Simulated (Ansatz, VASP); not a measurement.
# Two plane-wave programs on Nb4SiSb2

File INCAR:

```
PREC = Accurate
ENCUT = 520
EDIFF = 1E-7
ISMEAR = 0
SIGMA = 0.1
LREAL = F
LASPH = T
NELM = 60
ALGO = Fast
ISIF = 2
LWAVE = F
LCHARG = F
GGA = PE
NBANDS = 79
```

The input KPOINTS:

```
Automatic mesh
0
Gamma
  4 4 4
```

File POSCAR:

```
Nb4SiSb2
1.0
   -5.1819000000      5.1819000000      2.4575500000
    5.1819000000     -5.1819000000      2.4575500000
    5.1819000000      5.1819000000     -2.4575500000
Nb Si Sb
8 2 4
Direct
    0.0853000000      0.7930500000      0.8783500000
    0.9147000000      0.2069500000      0.1216500000
    0.7930500000      0.9147000000      0.7077500000
    0.2069500000      0.0853000000      0.2922500000
    0.4147000000      0.2930500000      0.7077500000
    0.5853000000      0.7069500000      0.2922500000
    0.7069500000      0.4147000000      0.1216500000
    0.2930500000      0.5853000000      0.8783500000
    0.2500000000      0.2500000000      0.0000000000
    0.7500000000      0.7500000000      0.0000000000
    0.8596300000      0.6403700000      0.5000000000
    0.1403700000      0.3596300000      0.5000000000
    0.6403700000      0.1403700000      0.7807400000
    0.3596300000      0.8596300000      0.2192600000
```

Input for Ansatz:

```yaml
crystal:
  lattice:
    - [-5.1819, 5.1819, 2.45755]
    - [5.1819, -5.1819, 2.45755]
    - [5.1819, 5.1819, -2.45755]
  atoms:
    - { symbol: Nb, position: [0.0853, 0.79305, 0.87835] }
    - { symbol: Nb, position: [0.9147, 0.20695, 0.12165] }
    - { symbol: Nb, position: [0.79305, 0.9147, 0.70775] }
    - { symbol: Nb, position: [0.20695, 0.0853, 0.29225] }
    - { symbol: Nb, position: [0.4147, 0.29305, 0.70775] }
    - { symbol: Nb, position: [0.5853, 0.70695, 0.29225] }
    - { symbol: Nb, position: [0.70695, 0.4147, 0.12165] }
    - { symbol: Nb, position: [0.29305, 0.5853, 0.87835] }
    - { symbol: Si, position: [0.25, 0.25, 0.0] }
    - { symbol: Si, position: [0.75, 0.75, 0.0] }
    - { symbol: Sb, position: [0.85963, 0.64037, 0.5] }
    - { symbol: Sb, position: [0.14037, 0.35963, 0.5] }
    - { symbol: Sb, position: [0.64037, 0.14037, 0.78074] }
    - { symbol: Sb, position: [0.35963, 0.85963, 0.21926] }
basis:
  ecutwfc: 420
kpoints:
  mp_grid: { grid: [4, 4, 4] }
hamiltonian:
  xc: pbe
scf:
  occupations: { method: gaussian, width: 0.1 }
output:
  forces: true
  stress: true
  eigenvalues: true
```

Alike in both runs: task single point; functional PBE; k mesh 4 × 4 × 4; occupations gaussian, width 0.1 eV; no spin polarisation.

```csv
,VASP,Ansatz
version,VASP 6.6.1,Ansatz 0.2.0
potentials or method,"VASP PAW PBE potentials, release 64 (Nb_sv, Si, Sb), cutoff 520 eV","scalar-relativistic, plane waves, PAW"
valence electrons in the cell,132,172
```

Ansatz gave:

| Property | Result |
| --- | --- |
| gap on the k mesh at the Fermi level (eV) | none |
| pressure (GPa) | 3.3 |
| traceless stress, the component that is largest in VASP (GPa) | 0.26 |
| rms of the force components (eV/Å) | 0.075 |

Which values does VASP return?

gap on the k mesh at the Fermi level (eV): none; pressure (GPa): 3.1; traceless stress, the component that is largest in VASP (GPa): 0.28; rms of the force components (eV/Å): 0.075.

Atom by atom the forces differ by 0.004 eV/Å (rms over components). A gap of «none» marks a metal or a gap that the smearing closes. VASP's potentials hold 132 valence electrons a cell and Ansatz's 172, so a difference there can come from the potentials and not from the codes.

Spin-orbit coupling is off throughout.
